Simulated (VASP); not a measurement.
# BN (Cmcm) in VASP: further runs

The runs below take BN through relaxation of the atoms, single point, with LDA.

Program: VASP 6.6.1. These are calculated values, not measurements. Logs are shortened: lines on timing, memory, paths and dates and some standing lists are left out, and cuts for length are marked.

### 1 The cell of the first run

The structure is orthorhombic, space group Cmcm (No. 63). The conventional cell has a = 2.580 Å, b = 4.310 Å, c = 6.734 Å, α = 90.00°, β = 90.00°, γ = 90.00°. Within 1.9 Å of B (site symmetry m2m) lie 3 N at 1.44 to 1.48 Å. Within 1.9 Å of N (site symmetry m2m) lie 3 B at 1.44 to 1.48 Å.

### 2 Relaxation of the atoms, LDA (normal strain along x +0.0367, normal strain along z +0.0367)

INCAR reads:

```
PREC = Accurate
ENCUT = 520
EDIFF = 1E-6
ISMEAR = 0
SIGMA = 0.05
LREAL = False
LASPH = True
NELM = 60
ALGO = Normal
ISIF = 2
LWAVE = False
LCHARG = False
GGA = CA
IBRION = 2
NSW = 50
EDIFFG = -0.01
```

KPOINTS reads:

```
Automatic mesh
0
Gamma
  12 12 4
```

POSCAR reads:

```
BN
1.0
    2.5796742231      0.0000000000      0.0000000000
   -1.2898371116      2.1549757989      0.0000000000
    0.0000000000      0.0000000000      6.7336479570
B N
2 2
Direct
    0.3333333333      0.6666666667      0.2500000000
    0.6666666667      0.3333333333      0.7500000000
    0.3333333333      0.6666666667      0.7500000000
    0.6666666667      0.3333333333      0.2500000000
```

Potentials or basis: VASP PAW LDA potentials, release 64 (B, N).

Launch:

```
> cat potpaw_LDA.64/B/POTCAR potpaw_LDA.64/N/POTCAR > POTCAR
> mpirun -np 1 vasp_std > vasp.out
```

OUTCAR:

```text
PREC = Accurate
   ENCUT = 520
   EDIFF = 1E-6
   ISMEAR = 0
   LREAL = False
   LASPH = True
   NELM = 60
   ISIF = 2
   GGA = CA
   IBRION = 2
   NSW = 50
   EDIFFG = -0.01

 ion  position               nearest neighbor table
   1  0.333  0.667  0.250-   4 1.44   4 1.48   4 1.48
   2  0.667  0.333  0.750-   3 1.44   3 1.48   3 1.48
   3  0.333  0.667  0.750-   2 1.44   2 1.48   2 1.48
   4  0.667  0.333  0.250-   1 1.44   1 1.48   1 1.48

  Warning from LATTYP: Monoclinic adjustment (A1->A3, A2->A1, A3->A2)!
  LATTYP: Found a base centered orthorhombic cell.
 ALAT       =     2.5796742231
 B/A-ratio  =     1.6707348390
 C/A-ratio  =     2.6102706678

  Lattice vectors:

 A1 = (   1.2898371116,  -2.1549757989,   0.0000000000)
 A2 = (   1.2898371115,   2.1549757989,   0.0000000000)
 A3 = (   0.0000000000,   0.0000000000,   6.7336479570)

Analysis of symmetry for initial positions (statically):
=====================================================================
 Subroutine PRICEL returns:
 Original cell was already a primitive cell.

 Routine SETGRP: Setting up the symmetry group for a
 base centered orthorhombic supercell.

 Subroutine GETGRP returns: Found  8 space group operations
 (whereof  4 operations were pure point group operations)
 out of a pool of  8 trial point group operations.

The static configuration has the point symmetry C_2h.
 The point group associated with its full space group is D_2h.

Analysis of symmetry for dynamics (positions and initial velocities):
=====================================================================
 Subroutine PRICEL returns:
 Original cell was already a primitive cell.

 Routine SETGRP: Setting up the symmetry group for a
 base centered orthorhombic supercell.

 Subroutine GETGRP returns: Found  8 space group operations
 (whereof  4 operations were pure point group operations)
 out of a pool of  8 trial point group operations.

The dynamic configuration has the point symmetry C_2h.
 The point group associated with its full space group is D_2h.

 Subroutine INISYM returns: Found  8 space group operations
 (whereof  4 operations are pure point group operations),
 and found     1 'primitive' translations

----------------------------------------------------------------------------------------

                                     Primitive cell

  volume of cell :      37.4333

  direct lattice vectors                    reciprocal lattice vectors
     2.579674223  0.000000000  0.000000000     0.387645847  0.232021167  0.000000000
    -1.289837112  2.154975799  0.000000000     0.000000000  0.464042334  0.000000000
     0.000000000  0.000000000  6.733647957     0.000000000  0.000000000  0.148507912

  length of vectors
     2.579674223  2.511493673  6.733647957     0.451777738  0.464042334  0.148507912

  position of ions in fractional coordinates (direct lattice)
     0.333333333  0.666666667  0.250000000
     0.666666667  0.333333333  0.750000000
     0.333333333  0.666666667  0.750000000
     0.666666667  0.333333333  0.250000000

  ion indices of the primitive-cell ions
   primitive index   ion index
                 1           1
                 2           2
                 3           3
                 4           4

----------------------------------------------------------------------------------------

 KPOINTS: Automatic mesh

Automatic generation of k-mesh.
 Grid dimensions read from file:
 generate k-points for:   12   12    4

 Generating k-lattice:

  Cartesian coordinates                     Fractional coordinates (reciprocal lattice)
     0.032303821  0.019335097  0.000000000     0.083333333 -0.000000000  0.000000000
     0.000000000  0.038670195  0.000000000     0.000000000  0.083333333  0.000000000
     0.000000000  0.000000000  0.037126978     0.000000000  0.000000000  0.250000000

  Length of vectors
     0.037648145  0.038670195  0.037126978

  Shift w.r.t. Gamma in fractional coordinates (k-lattice)
     0.000000000  0.000000000  0.000000000

 Subroutine IBZKPT returns following result:
 ===========================================

 Found    129 irreducible k-points:

 Following reciprocal coordinates:
            Coordinates               Weight
  0.000000  0.000000  0.000000      1.000000
  0.083333  0.000000  0.000000      4.000000
  0.166667 -0.000000  0.000000      4.000000
  0.250000 -0.000000  0.000000      4.000000
  0.333333  0.000000  0.000000      4.000000
  0.416667  0.000000  0.000000      4.000000
[... 16 lines left out ...]
  0.333333  0.166667  0.000000      4.000000
  0.416667  0.166667  0.000000      4.000000
 [... further k-points ...]
   k-points           NKPTS =    129   k-points in BZ     NKDIM =    129   number of bands    NBANDS=     12
   number of dos      NEDOS =    301   number of ions     NIONS =      4
   total plane-waves  NPLWV =  20000
   dimension x,y,z NGX =    20 NGY =   20 NGZ =   50
   dimension x,y,z NGXF=    40 NGYF=   40 NGZF=  100
   ions per type =               2   2
   NGX,Y,Z   is equivalent  to a cutoff of  12.89, 13.24, 12.34 a.u.
   NGXF,Y,Z  is equivalent  to a cutoff of  25.78, 26.48, 24.69 a.u.
 SYSTEM =  unknown system
   PREC   = accura    normal or accurate (medium, high low for compatibility)
   ISTART =      0    job   : 0-new  1-cont  2-samecut
   ICHARG =      2    charge: 1-file 2-atom 10-const
   ISPIN  =      1    spin polarized calculation?
   LNONCOLLINEAR =      F non collinear calculations
   LSORBIT =      F    spin-orbit coupling
   LASPH  =      T    aspherical Exc in radial PAW
   ENCUT  =  520.0 eV  38.22 Ry    6.18 a.u.   4.80  4.67 12.52*2*pi/ulx,y,z
   NELM   =     60;   NELMIN=  2; NELMDL= -5     # of ELM steps
   EDIFF  = 0.1E-05   stopping-criterion for ELM
   LREAL  =      F    real-space projection
   EDIFFG = -.1E-01   stopping-criterion for IOM
   NSW    =     50    number of steps for IOM
   IBRION =      2    ionic relax: 0-MD 1-quasi-New 2-CG
   NFREE  =      1    steps in history (QN), initial steepest desc. (CG)
   ISIF   =      2    stress and relaxation
   ISYM   =      2    0-nonsym 1-usesym 2-fastsym
   POTIM  = 0.5000    time-step for ionic-motion
   TEBEG  =    0.0;   TEEND  =   0.0 temperature during run
   PSTRESS=    0.0 pullay stress
   NELECT =      16.0000    total number of electrons
   NUPDOWN=      -1.0000    fix difference up-down
   EMIN   =  10.00;   EMAX   =-10.00  energy-range for DOS
   EFERMI =   0.00;   METHOD = LEGACY
   ISMEAR =     0;   SIGMA  =   0.05  broadening in eV -4-tet -1-fermi 0-gaus
   EFERMI_NEDOS =   21; number of points for ismear=-14 and -15
   IALGO  =     38    algorithm
   IMIX   =      4    mixing-type and parameters
     AMIX     =   0.40;   BMIX     =  1.00
     AMIX_MAG =   1.60;   BMIX_MAG =  1.00
  volume/ion in A,a.u.               =       9.36        63.15
  Fermi-wavevector in a.u.,A,eV,Ry     =   1.233187  2.330386 20.691062  1.520750
  Thomas-Fermi vector in A             =   2.367927
   LORBIT       =      0    0 simple, 1 ext, 2 COOP (PROOUT), +10 PAW based schemes
   GGA     = CA    functional components
   LHFCALC =     F    Hartree Fock is set to
   AEXX    =    0.0000 exact exchange contribution
   IVDW    =     0    specifies the selected vdW correction
   LEPSILON=     F    determine dielectric tensor
   LRPA    =     F    only Hartree local field effects (RPA)
 conjugate gradient relaxation of ions
 non-spin polarized calculation
 Gauss-broadening in eV      SIGMA  =   0.05
  energy-cutoff  :      520.00
  volume of cell :       37.43
 maximum number of plane-waves:      1022
   NGX =  9   NGY =  9   NGZ = 25

--------------------------------------- Ionic step        1  -------------------------------------------

 number of electron      16.0000003 magnetization

 Free energy of the ion-electron system (eV)
  ---------------------------------------------------
  ext. energy  EPLUGINS =         0.00000000
  ---------------------------------------------------
  free energy    TOTEN  =       -38.45521033 eV

  energy without entropy =      -38.45521033  energy(sigma->0) =      -38.45521033

------------------------ aborting loop because EDIFF is reached ----------------------------------------

  FORCE on cell =-STRESS in cart. coord.  units (eV):
  Direction    XX          YY          ZZ          XY          YZ          ZX
  --------------------------------------------------------------------------------------
  -------------------------------------------------------------------------------------
  Total       -6.8737568     -1.1022756     -0.2358860      0.0000000     -0.0000000      0.0000000
  in kB     -294.2029867    -47.1783884    -10.0961348      0.0000000     -0.0000000      0.0000000
  external PRESSURE =    -117.1591699 kB  Pullay stress =       0.0000000 kB
[... 61 lines left out ...]
  energy  without entropy=      -38.4312810158  energy(sigma->0) =      -38.43128102

--------------------------------------- Ionic step        3  -------------------------------------------

 number of electron      16.0000003 magnetization

 Free energy of the ion-electron system (eV)
  ---------------------------------------------------
  ext. energy  EPLUGINS =         0.00000000
  ---------------------------------------------------
  free energy    TOTEN  =       -38.45894952 eV

  energy without entropy =      -38.45894952  energy(sigma->0) =      -38.45894952

 E-fermi :   2.1852     XC(G=0): -10.3612

 val. band max:        1.9287593655   @ k =   0.2500   0.3333   0.0000
 cond. band min:       5.8300048663   @ k =   0.5000  -0.0000   0.0000
 fundamental gap:      3.9012455008
 Fermi energy:         2.1852157624

 k-point     1 :       0.0000    0.0000    0.0000
  band No.  band energies     occupation
      1     -15.4872      2.00000
      2     -15.2003      2.00000
      3      -4.2154      2.00000
      4      -2.1167      2.00000
      5       0.3343      2.00000
      6       0.3706      2.00000
      7       0.6787      2.00000
      8       0.7133      2.00000
      9       6.7272      0.00000
     10      11.6308      0.00000
     11      12.7570      0.00000
     12      13.2591      0.00000
[... 331 lines left out ...]
 k-point    24 :       0.4167    0.1667    0.0000
  band No.  band energies     occupation
      1     -12.1879      2.00000
      2     -12.1243      2.00000
      3      -6.5864      2.00000
      4      -6.5030      2.00000
      5      -3.3815      2.00000
      6      -3.3084      2.00000
      7       0.8157      2.00000
      8       1.6670      2.00000
      9       6.0980      0.00000
     10       7.1006      0.00000
     11      12.7939      0.00000
     12      13.8288      0.00000

 [... further k-points ...]

------------------------ aborting loop because EDIFF is reached ----------------------------------------

  FORCE on cell =-STRESS in cart. coord.  units (eV):
  Direction    XX          YY          ZZ          XY          YZ          ZX
  --------------------------------------------------------------------------------------
  -------------------------------------------------------------------------------------
  Total       -6.7173271     -1.3858466     -0.2375448      0.0000000      0.0000000      0.0000000
  in kB     -287.5076535    -59.3154844    -10.1671319      0.0000000      0.0000000      0.0000000
  external PRESSURE =    -118.9967566 kB  Pullay stress =       0.0000000 kB
[... 19 lines left out ...]
  FREE ENERGIE OF THE ION-ELECTRON SYSTEM (eV)
  ---------------------------------------------------
  free  energy   TOTEN  =       -38.4589495236 eV

  energy  without entropy=      -38.4589495236  energy(sigma->0) =      -38.45894952

 reached required accuracy - stopping structural energy minimisation
```

Wall time 84 s (1 thread of Intel Xeon Platinum 8259CL at 2.50GHz (Skylake/Cascade Lake), shared host); peak memory 0.17 GiB.

What came out:

```yaml
Free_energy: -38.4589 eV
Energy_gained_by_relaxing: 0.9 meV/atom
Ionic_steps: 3
Pressure_after_relaxing: -11.9 GPa
Band_gap_on_the_k_mesh: 3.90 eV (least direct gap 4.42 eV)
```

Forces in eV/Å, atoms in the order of the input:
```
B    0.000  0.002  0.000
B    0.000 -0.002  0.000
N    0.000 -0.003  0.000
N    0.000  0.003  0.000
```

The path:
```
step  energy change (eV)  largest force (eV/Å)  pressure (GPa)
   1              0.0000                0.3868          -11.72
   2              0.0239                1.0031          -12.06
   3             -0.0037                0.0028          -11.90
```

Final structure:
```
B N
1.0
     2.57967    0.00000    0.00000
    -1.28984    2.15498    0.00000
     0.00000    0.00000    6.73365
B N
2 2
Direct
  0.33220 0.66441 0.25000
  0.66780 0.33559 0.75000
  0.33219 0.66437 0.75000
  0.66781 0.33563 0.25000
```

Caveat: the cell differs from its parent crystal (normal strain along x +0.0367, normal strain along z +0.0367). A k mesh can miss the band edges.

### 3 Single point, LDA (normal strain along x -0.0367, normal strain along z +0.1100)

INCAR reads:

```
PREC = Accurate
ENCUT = 520
EDIFF = 1E-7
ISMEAR = 0
SIGMA = 0.05
LREAL = False
LASPH = True
NELM = 60
ALGO = Normal
ISIF = 2
LWAVE = False
LCHARG = True
GGA = CA
LELF = True
LVHAR = True
NBANDS = 16
```

KPOINTS is that of step 2.

POSCAR reads:

```
BN
1.0
    2.3970292072      0.0000000000      0.0000000000
   -1.1985146036      2.1549757989      0.0000000000
    0.0000000000      0.0000000000      7.2097513575
B N
2 2
Direct
    0.3281677826      0.6563355653      0.2500000000
    0.6718322174      0.3436644347      0.7500000000
    0.3416277403      0.6832554806      0.7500000000
    0.6583722597      0.3167445194      0.2500000000
```

Potentials or basis: VASP PAW LDA potentials, release 64 (B, N).

Launch:

```
> cat potpaw_LDA.64/B/POTCAR potpaw_LDA.64/N/POTCAR > POTCAR
> mpirun -np 1 vasp_std > vasp.out
```

Wall time 37 s (1 thread of Intel Xeon 6975P-C (Granite Rapids), shared host); peak memory 0.17 GiB.

It converged, with:

| Property | Result |
| --- | --- |
| Free energy | -38.4058 eV |
| Pressure | 13.9 GPa |
| Largest force | 0.006 eV/Å |
| Band gap on the k mesh | 4.16 eV (least direct gap 4.71 eV) |

Forces in eV/Å, atoms in the order of the input:
```
B    0.000 -0.006  0.000
B    0.000  0.006  0.000
N    0.000 -0.006  0.000
N    0.000  0.006  0.000
```

Stress tensor (GPa, compression positive):
```
34.29  0.00  0.00
 0.00  9.09  0.00
 0.00  0.00 -1.59
```

Levels at points of the mesh, in eV from the valence-band top:
```tsv
k point	band 5	band 6	band 7	band 8	band 9	band 10	band 11	band 12
(0.00, 0.00, 0.00)	-1.54	-1.52	-0.97	-0.96	4.39	9.05	11.54	11.84
(0.50, 0.00, 0.00)	-4.50	-4.47	-1.23	-0.58	4.41	5.46	9.82	10.39
(0.00, 0.50, 0.00)	-3.77	-3.75	-1.51	-0.89	4.16	5.13	10.40	11.62
(0.00, 0.00, 0.50)	-1.53	-1.53	-0.96	-0.96	6.39	6.39	11.76	11.76
(0.50, 0.00, 0.50)	-4.49	-4.49	-0.91	-0.91	4.82	4.82	10.23	10.23
(0.00, 0.50, 0.50)	-3.76	-3.76	-1.20	-1.20	4.52	4.52	11.27	11.27
```

Caveat: the cell differs from its parent crystal (normal strain along x -0.0367, normal strain along z +0.1100); the cell stands under pressure. A k mesh can miss the band edges.
